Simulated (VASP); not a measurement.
Write the native input for VASP 6.6.1 that does the following.

```yaml
Task: single point
Functional: LDA
Potentials_or_basis: VASP PAW LDA potentials, release 64 (Zn)
Cutoff: 520 eV
k_mesh: 11 × 11 × 11
Occupations: fermi-dirac, width 0.1 eV
Spin: no spin polarisation
Dipole_correction: no
Further_INCAR_settings: ALGO = Normal; EDIFF = 1e-06; NBANDS = 19
```

The structure of Zn lies in POSCAR:

```
Zn
1.0
    0.0000000000      2.8814239818      2.8814239818
    2.8814239818      0.0000000000      2.8814239818
    2.8814239818      2.8814239818      0.0000000000
Zn
2
Direct
    0.1250000000      0.1250000000      0.1250000000
    0.8750000000      0.8750000000      0.8750000000
```

This cell differs from its parent crystal: volume scaled by 1.12.

One way to write it, as run:

INCAR

```
SYSTEM = Zn
ALGO = Normal
EDIFF = 1E-6
ENCUT = 520
GGA = CA
ISIF = 2
ISMEAR = -1
LASPH = .TRUE.
LCHARG = .FALSE.
LREAL = .FALSE.
LWAVE = .FALSE.
NBANDS = 19
NELM = 100
PREC = Accurate
SIGMA = 0.1
```

KPOINTS

```
k-points
0
G
  11 11 11
  0 0 0
```

Potentials or basis: VASP PAW LDA potentials, release 64 (Zn).

Launch:

```sh
$ cat potpaw_LDA.64/Zn/POTCAR > POTCAR
$ mpirun -np 1 vasp_std > vasp.out
```

It gave:

```json
{
 "Pressure": "-3.3 GPa",
 "Band gap on the k mesh": "zero (band 12 reaches 5.42 eV, above the bottom of band 13 at -0.56 eV)"
}
```

Wall time 34 s on 1 thread of Intel(R) Xeon(R) Platinum 8259CL CPU @ 2.50GHz (Skylake/Cascade Lake), with other jobs on the host, peak memory 0.17 GiB.
